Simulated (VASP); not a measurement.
# Si in VASP: further runs

Si is run at these levels: LDA; tasks: single point.

All numbers are computed with VASP 6.6.1; they aren't measurements. Logs are shortened: lines on timing, memory, paths and dates and some standing lists are left out, and cuts for length are marked.

## 1. The cell of the first run

Symmetry: I4_1/amd, No. 141, tetragonal system. The conventional cell has a = 3.719 Å, b = 3.719 Å, c = 5.685 Å, α = 90.00°, β = 90.00°, γ = 90.00°. Si (site symmetry -4m2) has 4 Si at 2.34 Å within 3.1 Å.

## 2. Single point, LDA

The input, INCAR:

```
SYSTEM = Si
PREC = Accurate
ENCUT = 520
EDIFF = 1E-6
ISMEAR = 0
SIGMA = 0.05
LREAL = .FALSE.
LASPH = .TRUE.
NELM = 60
ALGO = Normal
ISIF = 2
LWAVE = .FALSE.
LCHARG = .TRUE.
LELF = .TRUE.
LVHAR = .TRUE.
NBANDS = 11
```

The input, KPOINTS:

```
regular mesh
0
G
  12 12 12
  0 0 0
```

The input, POSCAR:

```
Si
1.0
    0.0000000000      2.6299029687      2.8425908853
    2.6299029687      0.0000000000      2.8425908853
    2.6299029687      2.6299029687      0.0000000000
Si
2
Direct
    0.5000000000      0.5000000000      0.5000000000
    0.7500000000      0.7500000000      0.7500000000
```

Potentials or basis: VASP PAW LDA potentials, release 64 (Si).

Started as:

```sh
$ cat potpaw_LDA.64/Si/POTCAR > POTCAR
$ mpirun -np 1 vasp_std > vasp.out
```

OUTCAR:

```text
SYSTEM = Si
   PREC = Accurate
   ENCUT = 520
   EDIFF = 1E-6
   ISMEAR = 0
   LREAL = .FALSE.
   LASPH = .TRUE.
   NELM = 60
   ISIF = 2

 ion  position               nearest neighbor table
   1  0.500  0.500  0.500-   2 2.34   2 2.34   2 2.34   2 2.34
   2  0.750  0.750  0.750-   1 2.34   1 2.34   1 2.34   1 2.34

  LATTYP: Found a body centered tetragonal cell.
 ALAT       =     3.7192444461
 C/A-ratio  =     1.5285851342

  Lattice vectors:

 A1 = (  -2.6299029687,   0.0000000000,   2.8425908853)
 A2 = (   2.6299029687,   0.0000000000,   2.8425908853)
 A3 = (   0.0000000000,   2.6299029687,  -2.8425908853)

Analysis of symmetry for initial positions (statically):
=====================================================================
 Subroutine PRICEL returns:
 Original cell was already a primitive cell.

 Routine SETGRP: Setting up the symmetry group for a
 body centered tetragonal supercell.

 Subroutine GETGRP returns: Found 16 space group operations
 (whereof  8 operations were pure point group operations)
 out of a pool of 16 trial point group operations.

The static configuration has the point symmetry D_2d.
 The point group associated with its full space group is D_4h.

Analysis of symmetry for dynamics (positions and initial velocities):
=====================================================================
 Subroutine PRICEL returns:
 Original cell was already a primitive cell.

 Routine SETGRP: Setting up the symmetry group for a
 body centered tetragonal supercell.

 Subroutine GETGRP returns: Found 16 space group operations
 (whereof  8 operations were pure point group operations)
 out of a pool of 16 trial point group operations.

The dynamic configuration has the point symmetry D_2d.
 The point group associated with its full space group is D_4h.

 Subroutine INISYM returns: Found 16 space group operations
 (whereof  8 operations are pure point group operations),
 and found     1 'primitive' translations

----------------------------------------------------------------------------------------

                                     Primitive cell

  volume of cell :      39.3209

  direct lattice vectors                    reciprocal lattice vectors
     0.000000000  2.629902969  2.842590885    -0.190121083  0.190121083  0.175895871
     2.629902969  0.000000000  2.842590885     0.190121083 -0.190121083  0.175895871
     2.629902969  2.629902969  0.000000000     0.190121083  0.190121083 -0.175895871

  length of vectors
     3.872558917  3.872558917  3.719244446     0.321296451  0.321296451  0.321296451

  position of ions in fractional coordinates (direct lattice)
     0.500000000  0.500000000  0.500000000
     0.750000000  0.750000000  0.750000000
[... 84 lines left out ...]
   ISYM   =      2    0-nonsym 1-usesym 2-fastsym
   POTIM  = 0.5000    time-step for ionic-motion
   TEBEG  =    0.0;   TEEND  =   0.0 temperature during run
   PSTRESS=    0.0 pullay stress
   NELECT =       8.0000    total number of electrons
   NUPDOWN=      -1.0000    fix difference up-down
   EMIN   =  10.00;   EMAX   =-10.00  energy-range for DOS
   EFERMI =   0.00;   METHOD = LEGACY
   ISMEAR =     0;   SIGMA  =   0.05  broadening in eV -4-tet -1-fermi 0-gaus
   EFERMI_NEDOS =   21; number of points for ismear=-14 and -15
   IALGO  =     38    algorithm
   IMIX   =      4    mixing-type and parameters
     AMIX     =   0.40;   BMIX     =  1.00
     AMIX_MAG =   1.60;   BMIX_MAG =  1.00
  volume/ion in A,a.u.               =      19.66       132.68
  Fermi-wavevector in a.u.,A,eV,Ry     =   0.962861  1.819543 12.613977  0.927101
  Thomas-Fermi vector in A             =   2.092356
   LORBIT       =      0    0 simple, 1 ext, 2 COOP (PROOUT), +10 PAW based schemes
   GGA     = CA    functional components
   LHFCALC =     F    Hartree Fock is set to
   AEXX    =    0.0000 exact exchange contribution
   IVDW    =     0    specifies the selected vdW correction
   LEPSILON=     F    determine dielectric tensor
   LRPA    =     F    only Hartree local field effects (RPA)
 non-spin polarized calculation
 Gauss-broadening in eV      SIGMA  =   0.05
  energy-cutoff  :      520.00
  volume of cell :       39.32
 maximum number of plane-waves:      1079
 NGX is ok and might be reduce to    30
   NGX = 15   NGY = 15   NGZ = 13

 number of electron       8.0000000 magnetization

 Free energy of the ion-electron system (eV)
  ---------------------------------------------------
  ext. energy  EPLUGINS =         0.00000000
  ---------------------------------------------------
  free energy    TOTEN  =       -11.86756844 eV

  energy without entropy =      -11.86746509  energy(sigma->0) =      -11.86751676

 E-fermi :   6.1669     XC(G=0):  -9.6793

 val. band max:        6.1038621255   @ k =  -0.0833   0.0833   0.0000
 cond. band min:       6.1700153823   @ k =   0.0000   0.0000   0.0000
 fundamental gap:      0.0661532567
 Fermi energy:         6.1669314964

 k-point     1 :       0.0000    0.0000    0.0000
  band No.  band energies     occupation
      1      -6.1172      2.00000
      2       5.5671      2.00000
      3       6.1700      0.93049
      4       6.1700      0.93048
      5       8.4360      0.00000
      6       8.4360      0.00000
      7       8.7021      0.00000
      8       9.2803      0.00000
      9      12.9601      0.00000
     10      13.7286      0.00000
     11      14.4430      0.00000
[... 309 lines left out ...]
 k-point    24 :      -0.4167    0.1667    0.0000
  band No.  band energies     occupation
      1      -3.4414      2.00000
      2      -0.9531      2.00000
      3       2.5577      2.00000
      4       4.7752      2.00000
      5       8.5429      0.00000
      6       9.5079      0.00000
      7      10.5669      0.00000
      8      14.1914      0.00000
      9      14.6108      0.00000
     10      14.6416      0.00000
     11      16.8151      0.00000

 [... further k-points ...]
[... 5 lines left out ...]
  --------------------------------------------------------------------------------------
  -------------------------------------------------------------------------------------
  Total        0.7120015      0.7120015     -1.3712346      0.0000000      0.0000000      0.0000000
  in kB       29.0113317     29.0113317    -55.8725572      0.0000000      0.0000000      0.0000000
  external PRESSURE =       0.7167021 kB  Pullay stress =       0.0000000 kB

 VOLUME and BASIS-vectors are now :
 -----------------------------------------------------------------------------
  energy-cutoff  :      520.00
  volume of cell :       39.32
      direct lattice vectors                 reciprocal lattice vectors
     0.000000000  2.629902969  2.842590885    -0.190121083  0.190121083  0.175895871
     2.629902969  0.000000000  2.842590885     0.190121083 -0.190121083  0.175895871
     2.629902969  2.629902969  0.000000000     0.190121083  0.190121083 -0.175895871

 POSITION                                       TOTAL-FORCE (eV/Angst)
 -----------------------------------------------------------------------------------
      2.62990      2.62990      2.84259         0.000000     -0.000000      0.000000
      3.94485      3.94485      4.26389        -0.000000      0.000000      0.000000
 -----------------------------------------------------------------------------------
    total drift:                                0.000000     -0.000000     -0.000000

  FREE ENERGIE OF THE ION-ELECTRON SYSTEM (eV)
  ---------------------------------------------------
  free  energy   TOTEN  =       -11.8675684374 eV

  energy  without entropy=      -11.8674650858  energy(sigma->0) =      -11.86751676
```

OSZICAR:

```text
N       E                     dE             d eps       ncg     rms          rms(c)
DAV:   1     0.747942939189E+01    0.74794E+01   -0.33492E+03  3586   0.591E+02
DAV:   2    -0.115315817628E+02   -0.19011E+02   -0.18296E+02  4852   0.871E+01
DAV:   3    -0.121334254553E+02   -0.60184E+00   -0.60040E+00  4599   0.137E+01
DAV:   4    -0.121382736318E+02   -0.48482E-02   -0.48476E-02  4418   0.156E+00
DAV:   5    -0.121383229243E+02   -0.49292E-04   -0.49292E-04  4627   0.145E-01    0.510E+00
DAV:   6    -0.119513959423E+02    0.18693E+00   -0.10961E-01  4088   0.131E+00    0.305E+00
DAV:   7    -0.118674603129E+02    0.83936E-01   -0.19218E-01  4139   0.179E+00    0.244E-01
DAV:   8    -0.118676117885E+02   -0.15148E-03   -0.83225E-03  4078   0.495E-01    0.860E-02
DAV:   9    -0.118675633569E+02    0.48432E-04   -0.27919E-04  4445   0.858E-02    0.649E-02
DAV:  10    -0.118675685846E+02   -0.52277E-05   -0.19433E-05  4240   0.260E-02    0.314E-02
DAV:  11    -0.118675684374E+02    0.14718E-06   -0.10191E-06  2867   0.554E-03
   1 F= -.11867568E+02 E0= -.11867517E+02  d E =-.103352E-03
```

It took 63 s on 1 thread of AMD EPYC 7R43 (Zen 3), shared host; peak memory 0.14 GiB.

Results:

```
Free energy : -11.8676 eV
Pressure    : 0.1 GPa
```

Caveat: the cell differs from its parent crystal (strain +e along x and -e along y +0.0000, strain +e along z and -e/2 along x and y +0.0525).

## 3. Single point, LDA

The input, INCAR:

```
SYSTEM = Si
ALGO = Normal ; EDIFF = 1E-6
ENCUT = 520 ; GGA = CA
ISIF = 2 ; ISMEAR = 0
LASPH = .TRUE. ; LCHARG = .TRUE.
LELF = .TRUE. ; LREAL = .FALSE.
LVHAR = .TRUE. ; LWAVE = .FALSE.
NBANDS = 11 ; NELM = 60
PREC = Accurate ; SIGMA = 0.05
```

The input, KPOINTS:

```
k-points
0
G
  12 12 12
  0 0 0
```

The input, POSCAR:

```
Si
1.0
    0.0000000000      2.9033588615      2.8898548668
    2.3091830945      0.0000000000      2.8898548668
    2.3091830945      2.9033588615      0.0000000000
Si
2
Direct
    0.5000000000      0.5000000000      0.5000000000
    0.7500000000      0.7500000000      0.7500000000
```

Potentials or basis: VASP PAW LDA potentials, release 64 (Si).

Started as:

```sh
$ cat potpaw_LDA.64/Si/POTCAR > POTCAR
$ mpirun -np 1 vasp_std > vasp.out
```

OUTCAR:

```text
SYSTEM = Si
   EDIFF = 1E-6
   ENCUT = 520
   GGA = CA
   ISIF = 2
   ISMEAR = 0
   LASPH = .TRUE.
   LREAL = .FALSE.
   NELM = 60
   PREC = Accurate

 ion  position               nearest neighbor table
   1  0.500  0.500  0.500-   2 2.35   2 2.35   2 2.35   2 2.35
   2  0.750  0.750  0.750-   1 2.35   1 2.35   1 2.35   1 2.35

  LATTYP: Found a face centered orthorhombic cell.
 ALAT       =     4.6183661890
 B/A-ratio  =     1.2514619883
 C/A-ratio  =     1.2573099415

  Lattice vectors:

 A1 = (   0.0000000000,   2.9033588615,  -2.8898548668)
[... 515 lines left out ...]
      6       9.5605      0.00000
      7      11.7438      0.00000
      8      13.1254      0.00000
      9      15.1756      0.00000
     10      16.6099      0.00000
     11      17.5261      0.00000

 [... further k-points ...]
[... 5 lines left out ...]
  --------------------------------------------------------------------------------------
  -------------------------------------------------------------------------------------
  Total        1.5493844     -1.1328862     -0.9576556      0.0000000      0.0000000      0.0000000
  in kB       64.0626123    -46.8416014    -39.5963187      0.0000000      0.0000000      0.0000000
  external PRESSURE =      -7.4584359 kB  Pullay stress =       0.0000000 kB

 VOLUME and BASIS-vectors are now :
 -----------------------------------------------------------------------------
  energy-cutoff  :      520.00
  volume of cell :       38.75
      direct lattice vectors                 reciprocal lattice vectors
     0.000000000  2.903358862  2.889854867    -0.216526789  0.172214330  0.173019069
     2.309183094  0.000000000  2.889854867     0.216526789 -0.172214330  0.173019069
     2.309183094  2.903358862  0.000000000     0.216526789  0.172214330 -0.173019069

 POSITION                                       TOTAL-FORCE (eV/Angst)
 -----------------------------------------------------------------------------------
      2.30918      2.90336      2.88985        -0.000000     -0.000000      0.000000
      3.46377      4.35504      4.33478         0.000000      0.000000     -0.000000
 -----------------------------------------------------------------------------------
    total drift:                                0.000000     -0.000000     -0.000000

  FREE ENERGIE OF THE ION-ELECTRON SYSTEM (eV)
  ---------------------------------------------------
  free  energy   TOTEN  =       -11.6524591461 eV

  energy  without entropy=      -11.6518355863  energy(sigma->0) =      -11.65214737
```

OSZICAR:

```text
N       E                     dE             d eps       ncg     rms          rms(c)
DAV:   1     0.763385092227E+01    0.76339E+01   -0.33412E+03  6160   0.593E+02
DAV:   2    -0.112879163365E+02   -0.18922E+02   -0.18250E+02  8215   0.873E+01
DAV:   3    -0.118883532562E+02   -0.60044E+00   -0.59746E+00  7918   0.137E+01
DAV:   4    -0.118930612196E+02   -0.47080E-02   -0.47073E-02  7370   0.153E+00
DAV:   5    -0.118931072113E+02   -0.45992E-04   -0.45991E-04  7967   0.142E-01    0.496E+00
DAV:   6    -0.117234910129E+02    0.16962E+00   -0.10054E-01  6972   0.125E+00    0.293E+00
DAV:   7    -0.116525849016E+02    0.70906E-01   -0.15762E-01  7189   0.162E+00    0.256E-01
DAV:   8    -0.116524850749E+02    0.99827E-04   -0.73503E-03  6979   0.472E-01    0.827E-02
DAV:   9    -0.116524583804E+02    0.26694E-04   -0.20336E-04  7697   0.764E-02    0.608E-02
DAV:  10    -0.116524595543E+02   -0.11739E-05   -0.14028E-05  7200   0.220E-02    0.231E-02
DAV:  11    -0.116524591461E+02    0.40824E-06   -0.13541E-06  4763   0.570E-03
   1 F= -.11652459E+02 E0= -.11652147E+02  d E =-.623560E-03
```

Wall time 2.4 min (1 thread of AMD EPYC 7R43 (Zen 3), shared host); peak memory 0.16 GiB.

What came out:

- Free energy: -11.6525 eV
- Pressure: -0.7 GPa
- Band gap on the k mesh: zero (band 4 reaches 7.04 eV, above the bottom of band 5 at 5.27 eV)

Levels at points of the mesh, in eV from the Fermi level:
| k point | band 2 | band 3 | band 4 | band 5 | band 6 | band 7 |
| --- | --- | --- | --- | --- | --- | --- |
| (0.00, 0.00, 0.00) | -0.35 | -0.30 | 0.96 | 2.31 | 3.16 | 3.17 |
| (0.50, 0.00, 0.00) | -7.04 | -2.04 | -0.37 | 0.64 | 2.52 | 5.35 |
| (0.50, 0.50, 0.00) | -8.26 | -2.11 | -2.11 | 1.38 | 1.38 | 7.92 |
| (0.50, 0.00, 0.50) | -8.29 | -2.07 | -2.07 | 1.42 | 1.42 | 7.98 |
| (0.00, 0.50, 0.50) | -6.94 | -3.90 | -3.90 | -0.41 | -0.41 | 9.93 |

Caveat: the cell differs from its parent crystal (strain +e along x and -e along y -0.1100, strain +e along z and -e/2 along x and y +0.0700).

(Part 1 of 2 ends here.)
